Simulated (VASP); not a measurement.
# Si5Ge (Cmmm) in VASP: a series of runs

Si5Ge is run at these levels: PBE; tasks: single point.

All numbers are computed with VASP 6.6.1; they aren't measurements. Logs are shortened: lines on timing, memory, paths and dates and some standing lists are left out, and cuts for length are marked.

**1. The cell of the first run**

It takes space group Cmmm (No. 65, orthorhombic). The conventional cell has a = 3.748 Å, b = 13.046 Å, c = 3.771 Å, α = 90.00°, β = 90.00°, γ = 90.00°. Within 3.5 Å of Si (site symmetry m2m) lie 10 Si at 2.66 to 2.95 Å and 2 Ge at 2.94 Å. Within 3.5 Å of Si (site symmetry mmm) lie 4 Ge at 2.66 Å and 8 Si at 2.93 to 2.95 Å. Within 3.5 Å of Si (site symmetry m2m) lie 10 Si at 2.66 to 2.93 Å and 2 Ge at 2.94 Å. Within 3.5 Å of Ge (site symmetry mmm) lie 12 Si at 2.66 to 2.94 Å.

The cell was built from a structure type or drawn by symmetry, and may not be a known phase.

**2. Single point, PBE**

INCAR reads:

```
ALGO = Normal
EDIFF = 1E-7
ENCUT = 520
GGA = PE
ISIF = 2
ISMEAR = 0
LASPH = T
LCHARG = T
LELF = T
LREAL = F
LVHAR = T
LWAVE = F
NBANDS = 26
NELM = 100
PREC = Accurate
SIGMA = 0.1
```

KPOINTS reads:

```
k-points
0
Gamma
  4 4 4
```

POSCAR reads:

```
Si5Ge
1.0
    1.8739356001     -6.5228774427      0.0000000000
    1.8739356001      6.5228774427      0.0000000000
    0.0000000000      0.0000000000      3.7711083086
Si Ge
5 1
Direct
    0.3259881490      0.6740118510      0.0000000000
    0.6740118510      0.3259881490      0.0000000000
    0.5000000000      0.5000000000      0.5000000000
    0.8270461940      0.1729538060      0.5000000000
    0.1729538060      0.8270461940      0.5000000000
    0.0000000000      0.0000000000      0.0000000000
```

Potentials or basis: VASP PAW PBE potentials, release 64 (Si, Ge_d).

The run is started by

```
> cat potpaw_PBE.64/Si/POTCAR potpaw_PBE.64/Ge_d/POTCAR > POTCAR
> mpirun -np 1 vasp_std > vasp.out
```

OUTCAR:

```text
EDIFF = 1E-7
   ENCUT = 520
   GGA = PE
   ISIF = 2
   ISMEAR = 0
   LASPH = T
   LREAL = F
   NELM = 100
   PREC = Accurate

 ion  position               nearest neighbor table
   1  0.326  0.674  0.000-   4 2.66   4 2.66   4 2.66   4 2.66   2 2.73   2 2.73   5 2.75   5 2.75
                             6 2.94   6 2.94   3 2.95   3 2.95
   2  0.674  0.326  0.000-   5 2.66   5 2.66   5 2.66   5 2.66   1 2.73   1 2.73   4 2.75   4 2.75
                             6 2.94   6 2.94   3 2.95   3 2.95
   3  0.500  0.500  0.500-   6 2.66   6 2.66   6 2.66   6 2.66   5 2.93   4 2.93   5 2.93   4 2.93
                             1 2.95   1 2.95   2 2.95   2 2.95
   4  0.827  0.173  0.500-   1 2.66   1 2.66   1 2.66   1 2.66   2 2.75   2 2.75   5 2.75   5 2.75
                             3 2.93   3 2.93   6 2.94   6 2.94
   5  0.173  0.827  0.500-   2 2.66   2 2.66   2 2.66   2 2.66   1 2.75   1 2.75   4 2.75   4 2.75
                             3 2.93   3 2.93   6 2.94   6 2.94
   6  0.000  0.000  0.000-   3 2.66   3 2.66   3 2.66   3 2.66   4 2.94   5 2.94   5 2.94   4 2.94
                             2 2.94   1 2.94   2 2.94   1 2.94

  LATTYP: Found a base centered orthorhombic cell.
 ALAT       =     3.7478712002
 B/A-ratio  =     3.4808439748
 C/A-ratio  =     1.0062000819

  Lattice vectors:

 A1 = (   1.8739356001,  -6.5228774427,   0.0000000000)
 A2 = (   1.8739356001,   6.5228774427,   0.0000000000)
 A3 = (   0.0000000000,   0.0000000000,   3.7711083086)

Analysis of symmetry for initial positions (statically):
=====================================================================
 Subroutine PRICEL returns:
 Original cell was already a primitive cell.

 Routine SETGRP: Setting up the symmetry group for a
 base centered orthorhombic supercell.

 Subroutine GETGRP returns: Found  8 space group operations
 (whereof  8 operations were pure point group operations)
 out of a pool of  8 trial point group operations.

The static configuration has the point symmetry D_2h.

Analysis of symmetry for dynamics (positions and initial velocities):
=====================================================================
 Subroutine PRICEL returns:
 Original cell was already a primitive cell.

 Routine SETGRP: Setting up the symmetry group for a
 base centered orthorhombic supercell.

 Subroutine GETGRP returns: Found  8 space group operations
 (whereof  8 operations were pure point group operations)
 out of a pool of  8 trial point group operations.

The dynamic configuration has the point symmetry D_2h.

 Subroutine INISYM returns: Found  8 space group operations
[... 105 lines left out ...]
   IBRION =     -1    ionic relax: 0-MD 1-quasi-New 2-CG
   NFREE  =      0    steps in history (QN), initial steepest desc. (CG)
   ISIF   =      2    stress and relaxation
   ISYM   =      2    0-nonsym 1-usesym 2-fastsym
   POTIM  = 0.5000    time-step for ionic-motion
   TEBEG  =    0.0;   TEEND  =   0.0 temperature during run
   PSTRESS=    0.0 pullay stress
   NELECT =      34.0000    total number of electrons
   NUPDOWN=      -1.0000    fix difference up-down
   EMIN   =  10.00;   EMAX   =-10.00  energy-range for DOS
   EFERMI =   0.00;   METHOD = LEGACY
   ISMEAR =     0;   SIGMA  =   0.10  broadening in eV -4-tet -1-fermi 0-gaus
   EFERMI_NEDOS =   21; number of points for ismear=-14 and -15
   IALGO  =     38    algorithm
   IMIX   =      4    mixing-type and parameters
     AMIX     =   0.40;   BMIX     =  1.00
     AMIX_MAG =   1.60;   BMIX_MAG =  1.00
  volume/ion in A,a.u.               =      15.37       103.69
  Fermi-wavevector in a.u.,A,eV,Ry     =   1.174006  2.218549 18.752763  1.378289
  Thomas-Fermi vector in A             =   2.310410
   LORBIT       =      0    0 simple, 1 ext, 2 COOP (PROOUT), +10 PAW based schemes
   GGA     = PE    functional components
   LHFCALC =     F    Hartree Fock is set to
   AEXX    =    0.0000 exact exchange contribution
   IVDW    =     0    specifies the selected vdW correction
   LEPSILON=     F    determine dielectric tensor
   LRPA    =     F    only Hartree local field effects (RPA)
 non-spin polarized calculation
 Gauss-broadening in eV      SIGMA  =   0.10
  energy-cutoff  :      520.00
  volume of cell :       92.19
 maximum number of plane-waves:      2512
   NGX = 25   NGY = 25   NGZ = 15

 number of electron      34.0000004 magnetization

 Free energy of the ion-electron system (eV)
  ---------------------------------------------------
  ext. energy  EPLUGINS =         0.00000000
  ---------------------------------------------------
  free energy    TOTEN  =       -28.70665153 eV

  energy without entropy =      -28.69243355  energy(sigma->0) =      -28.69954254

 E-fermi :   9.2146     XC(G=0): -11.1819

 val. band max:        9.1996265090   @ k =   0.0000   0.0000   0.5000
 cond. band min:       9.2279049266   @ k =   0.2500   0.2500   0.0000
 fundamental gap:      0.0282784176
 Fermi energy:         9.2145602739

 k-point     1 :       0.0000    0.0000    0.0000
  band No.  band energies     occupation
      1     -15.4294      2.00000
      2     -15.4084      2.00000
      3     -15.4077      2.00000
      4     -15.3889      2.00000
      5     -15.3834      2.00000
      6      -4.7942      2.00000
[... 598 lines left out ...]
     25      11.9624      0.00000
     26      16.3702      0.00000

------------------------ aborting loop because EDIFF is reached ----------------------------------------

  FORCE on cell =-STRESS in cart. coord.  units (eV):
  Direction    XX          YY          ZZ          XY          YZ          ZX
  --------------------------------------------------------------------------------------
  -------------------------------------------------------------------------------------
  Total        0.0157735      0.1570607      0.0437161      0.0000000      0.0000000      0.0000000
  in kB        0.2741238      2.7295130      0.7597302      0.0000000      0.0000000      0.0000000
  external PRESSURE =       1.2544556 kB  Pullay stress =       0.0000000 kB

 VOLUME and BASIS-vectors are now :
 -----------------------------------------------------------------------------
  energy-cutoff  :      520.00
  volume of cell :       92.19
      direct lattice vectors                 reciprocal lattice vectors
     1.873935600 -6.522877443  0.000000000     0.266818134 -0.076653288  0.000000000
     1.873935600  6.522877443  0.000000000     0.266818134  0.076653288  0.000000000
     0.000000000  0.000000000  3.771108309     0.000000000  0.000000000  0.265174033

 POSITION                                       TOTAL-FORCE (eV/Angst)
 -----------------------------------------------------------------------------------
      1.87394      2.27012      0.00000        -0.000000      0.008711     -0.000000
      1.87394     -2.27012      0.00000        -0.000000     -0.008711     -0.000000
      1.87394      0.00000      1.88555         0.000000     -0.000000     -0.000000
      1.87394     -4.26656      1.88555        -0.000000     -0.011429      0.000000
      1.87394      4.26656      1.88555        -0.000000      0.011429     -0.000000
      0.00000      0.00000      0.00000        -0.000000     -0.000000     -0.000000
 -----------------------------------------------------------------------------------
    total drift:                               -0.000000     -0.000000     -0.000000

  FREE ENERGIE OF THE ION-ELECTRON SYSTEM (eV)
  ---------------------------------------------------
  free  energy   TOTEN  =       -28.7066515304 eV

  energy  without entropy=      -28.6924335500  energy(sigma->0) =      -28.69954254
```

Run time: 75 s. Hardware: 1 thread of Intel Xeon Platinum 8488C (Sapphire Rapids), shared host; peak memory 0.26 GiB.

What came out:

```
Free energy            : -28.7067 eV
Pressure               : 0.1 GPa
Largest force          : 0.011 eV/Å
Band gap on the k mesh : zero (bands 17 and 18 overlap by 2.61 eV)
```

Forces on the atoms (eV/Å):
```
Si   0.000  0.009  0.000
Si   0.000 -0.009  0.000
Si   0.000  0.000  0.000
Si   0.000 -0.011  0.000
Si   0.000  0.011  0.000
Ge   0.000  0.000  0.000
```

Stress tensor (GPa, compression positive):
```
0.03 0.00 0.00
0.00 0.27 0.00
0.00 0.00 0.08
```

Caveat: the k points lie up to 0.44 Å⁻¹ apart, too coarse for converged energies and pressures of a metal.

**3. Single point, PBE**

This run uses another cell than the first one, of 15.80 Å³/atom.

INCAR reads:

```
SYSTEM = Si5Ge
PREC = Accurate
ENCUT = 520
EDIFF = 1E-6
ISMEAR = 0
SIGMA = 0.1
LREAL = .FALSE.
LASPH = .TRUE.
NELM = 60
ALGO = Normal
ISIF = 2
LWAVE = .FALSE.
LCHARG = .FALSE.
GGA = PE
NBANDS = 26
```

KPOINTS reads:

```
Automatic mesh
0
G
  4 4 4
  0 0 0
```

POSCAR reads:

```
Si5Ge
1.0
    2.0070083100     -5.8910761900      0.0000000000
    2.0070083100      5.8910761900      0.0000000000
    0.0000000000      0.0000000000      4.0082821400
Si Ge
5 1
Direct
    0.3365818300      0.6634181700      0.0000000000
    0.6634181700      0.3365818300      0.0000000000
    0.5000000000      0.5000000000      0.5000000000
    0.8341655700      0.1658344300      0.5000000000
    0.1658344300      0.8341655700      0.5000000000
    0.0000000000      0.0000000000      0.0000000000
```

Potentials or basis: VASP PAW PBE potentials, release 64 (Si, Ge_d).

The run is started by

```
> cat potpaw_PBE.64/Si/POTCAR potpaw_PBE.64/Ge_d/POTCAR > POTCAR
> mpirun -np 1 vasp_std > vasp.out
```

Wall time 62 s (1 thread of Intel Xeon Platinum 8488C (Sapphire Rapids), shared host); peak memory 0.26 GiB.

It converged, with:

* Free energy: -28.2142 eV
* Pressure: -0.9 GPa
* Largest force: 0.595 eV/Å
* Band gap on the k mesh: zero (bands 17 and 18 overlap by 2.35 eV)

Forces on the atoms (eV/Å):
```
Si   0.000  0.595  0.000
Si   0.000 -0.595  0.000
Si   0.000  0.000  0.000
Si   0.000  0.545  0.000
Si   0.000 -0.545  0.000
Ge   0.000  0.000  0.000
```

Stress tensor (GPa, compression positive):
```
-1.74  0.00  0.00
 0.00  4.10  0.00
 0.00  0.00 -5.00
```

Levels at points of the mesh, in eV from the Fermi level:
```csv
k point,band 15,band 16,band 17,band 18,band 19,band 20
"(0.00, 0.00, 0.00)",-0.99,-0.93,-0.27,-0.13,2.20,2.28
"(0.50, 0.00, 0.00)",-2.13,-0.62,-0.49,-0.18,-0.13,1.19
"(0.50, 0.50, 0.00)",-3.65,-1.01,-0.95,-0.30,-0.16,2.74
"(0.00, 0.00, 0.50)",-1.70,-1.65,-1.46,-1.25,-1.23,4.35
"(0.50, 0.00, 0.50)",-2.86,-2.83,-2.70,2.91,2.99,3.02
"(0.50, 0.50, 0.50)",-2.51,-1.09,-0.95,0.98,1.19,1.25
```

Caveat: the k points lie up to 0.41 Å⁻¹ apart, too coarse for converged energies and pressures of a metal.

**4. Single point, PBE**

This run uses another cell than the first one, of 15.50 Å³/atom.

INCAR reads:

```
PREC = Accurate
ENCUT = 520
EDIFF = 1E-6
ISMEAR = 0
SIGMA = 0.1
LREAL = F
LASPH = T
NELM = 60
ALGO = Normal
ISIF = 2
LWAVE = F
LCHARG = F
GGA = PE
NBANDS = 26
```

KPOINTS reads:

```
Automatic mesh
0
Gamma
  6 6 4
```

POSCAR reads:

```
Si5Ge
1.0
    1.8736934313     -6.5317652584      0.0000000000
    1.8736934313      6.5317652584      0.0000000000
    0.0000000000      0.0000000000      3.7997236697
Si Ge
5 1
Direct
    0.3261605149      0.6738394851      0.0000000000
    0.6738394851      0.3261605149      0.0000000000
    0.5000000000      0.5000000000      0.5000000000
    0.8273099040      0.1726900960      0.5000000000
    0.1726900960      0.8273099040      0.5000000000
    0.0000000000      0.0000000000      0.0000000000
```

The run is started by

```
> cat potpaw_PBE.64/Si/POTCAR potpaw_PBE.64/Ge_d/POTCAR > POTCAR
> mpirun -np 1 vasp_std > vasp.out
```

Run time: 2.7 min. Hardware: 1 thread of Intel Xeon Platinum 8488C (Sapphire Rapids), shared host; peak memory 0.3 GiB.

It converged, with:

| Item | Value |
| --- | --- |
| Free energy | -28.5111 eV |
| Pressure | 0.1 GPa |
| Largest force | 0.030 eV/Å |
| Band gap on the k mesh | zero (bands 17 and 18 overlap by 3.66 eV) |

Forces in eV/Å, atoms in the order of the input:
```
Si   0.000 -0.020  0.000
Si   0.000  0.020  0.000
Si   0.000  0.000  0.000
Si   0.000 -0.030  0.000
Si   0.000  0.030  0.000
Ge   0.000  0.000  0.000
```

Stress tensor (GPa, compression positive):
```
 0.18  0.00  0.00
 0.00 -0.12  0.00
 0.00  0.00  0.31
```

Levels at points of the mesh, in eV from the Fermi level:
| k point | band 13 | band 14 | band 15 | band 16 | band 17 | band 18 | band 19 | band 20 | band 21 | band 22 |
| --- | --- | --- | --- | --- | --- | --- | --- | --- | --- | --- |
| (0.00, 0.00, 0.00) | -2.79 | -2.65 | -1.61 | -0.93 | -0.82 | -0.44 | 0.16 | 0.29 | 1.79 | 3.28 |
| (0.50, 0.00, 0.00) | -1.89 | -1.65 | -1.51 | -0.45 | -0.29 | -0.20 | -0.06 | 0.84 | 0.93 | 2.78 |
| (0.50, 0.50, 0.00) | -3.39 | -3.09 | -2.79 | -1.40 | -0.72 | 0.38 | 0.57 | 1.57 | 2.95 | 4.53 |
| (0.00, 0.00, 0.50) | -1.48 | -0.72 | -0.61 | -0.25 | -0.25 | -0.11 | 0.12 | 1.91 | 2.02 | 2.03 |
| (0.50, 0.00, 0.50) | -6.48 | -3.78 | -3.62 | -3.48 | -3.47 | 0.95 | 1.00 | 1.44 | 1.44 | 6.01 |
| (0.50, 0.50, 0.50) | -3.54 | -1.99 | -1.91 | -0.54 | -0.50 | 1.03 | 1.17 | 1.50 | 1.70 | 2.17 |

Caveat: the k points lie up to 0.41 Å⁻¹ apart, too coarse for converged energies and pressures of a metal.

**5. Summary**

```csv
cell,k mesh,gap on the mesh (eV),pressure (GPa),largest force (eV/Å)
"a = 6.787, b = 6.787, c = 3.771 Å, angles 90.0, 90.0, 147.9°, 6 atoms, atomic positions A",4 × 4 × 4,none,0.1,0.01
"a = 6.224, b = 6.224, c = 4.008 Å, angles 90.0, 90.0, 142.4°, 6 atoms, atomic positions B",4 × 4 × 4,none,-0.9,0.60
"a = 6.795, b = 6.795, c = 3.800 Å, angles 90.0, 90.0, 148.0°, 6 atoms, atomic positions A",6 × 6 × 4,none,0.1,0.03
```

Alike in all rows: task single point; level PBE; potentials or basis VASP PAW PBE potentials, release 64 (Si, Ge_d); no spin polarisation; cutoff (eV) 520; smearing gaussian 0.1 eV.

Caveats: all runs use coarse meshes.

Total energies depend on the potentials used, so only differences within one code and one set of settings carry meaning.
